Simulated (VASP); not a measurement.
Crystal: PtSe.

```
Pt Se
1.0
     3.70187    0.00000    0.00000
    -1.85094    3.20591    0.00000
     0.00000    0.00000    3.61284
Pt Se
1 1
Direct
  0.00000 0.00000 0.00000
  0.66667 0.33333 0.50000
```

Base run:

```yaml
Program: VASP 6.6.1
Functional: PBE
Potentials_or_basis: VASP PAW PBE potentials, release 64 (Pt, Se)
Cutoff: 520 eV
k_mesh: 8 × 8 × 7
Occupations: fermi-dirac, width 0.05 eV
Spin: no spin polarisation
```

Its results: band gap on the k mesh zero (band 8 reaches 6.41 eV, above the bottom of band 9 at 5.56 eV); pressure -11.5 GPa.

Problem. The run is repeated on the same cell with these changes: hubbard terms from none to Pt d U = 4.0 eV. What comes out?

Solution. Band gap on the k mesh zero (band 8 reaches 6.04 eV, above the bottom of band 9 at 5.19 eV); pressure -13.2 GPa.

Caveats: spin-orbit coupling is left out, which moves the levels of the heavy elements; U without spin polarisation on a metal has little footing (some runs).
